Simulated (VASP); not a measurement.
Write the native input for VASP 6.6.1 that does the following.

| Item | Value |
| --- | --- |
| Task | single point |
| Functional | PBEsol |
| Potentials or basis | VASP PAW PBE potentials, release 64 (Au) |
| Cutoff | 520 eV |
| k mesh | 14 × 14 × 1 |
| Occupations | fermi-dirac, width 0.05 eV |
| Spin | no spin polarisation |
| Dipole correction | yes |
| Further INCAR settings | ALGO = Normal; EDIFF = 1e-06; NBANDS = 30 |

The structure of Au lies in POSCAR:

```
Au
1.0
    2.8875949632      0.0000000000      0.0000000000
   -1.4437974816      2.5007305940      0.0000000000
    0.0000000000      0.0000000000     23.0731000000
Au
4
Direct
    0.0000000000      0.0000000000      0.3471500565
    0.3333333333      0.6666666667      0.4495613423
    0.6666666667      0.3333333333      0.5504386585
    0.0000000000      0.0000000000      0.6528499420
```

These files were run (other wordings do the same):

INCAR

```
SYSTEM = Au
  PREC = Accurate
  ENCUT = 520
  EDIFF = 1E-6
  ISMEAR = -1
  SIGMA = 0.05
  LREAL = .FALSE.
  LASPH = .TRUE.
  NELM = 80
  ALGO = Normal
  ISIF = 2
  LWAVE = .FALSE.
  LCHARG = .FALSE.
  LDIPOL = .TRUE.
  IDIPOL = 3
  DIPOL = 0.5 0.5 0.500
  GGA = PS
  NBANDS = 30
```

KPOINTS

```
Automatic mesh
0
G
  14 14 1
  0 0 0
```

Potentials or basis: VASP PAW PBE potentials, release 64 (Au).

The run is started by

```bash
$ cat potpaw_PBE.64/Au/POTCAR > POTCAR
$ mpirun -np 1 vasp_std > vasp.out
```

Results of the run:

```yaml
Largest_force: 0.009 eV/Å
Band_gap_on_the_k_mesh: zero (bands 22 and 23 overlap by 4.51 eV)
```

Caveat: the PAW data sets were made with another functional, which shifts forces and pressure a little; spin-orbit coupling is left out, which moves the levels of the heavy elements.

It took 4.9 min on 1 thread of Intel Xeon 8259CL (shared host), peak memory 0.34 GiB.
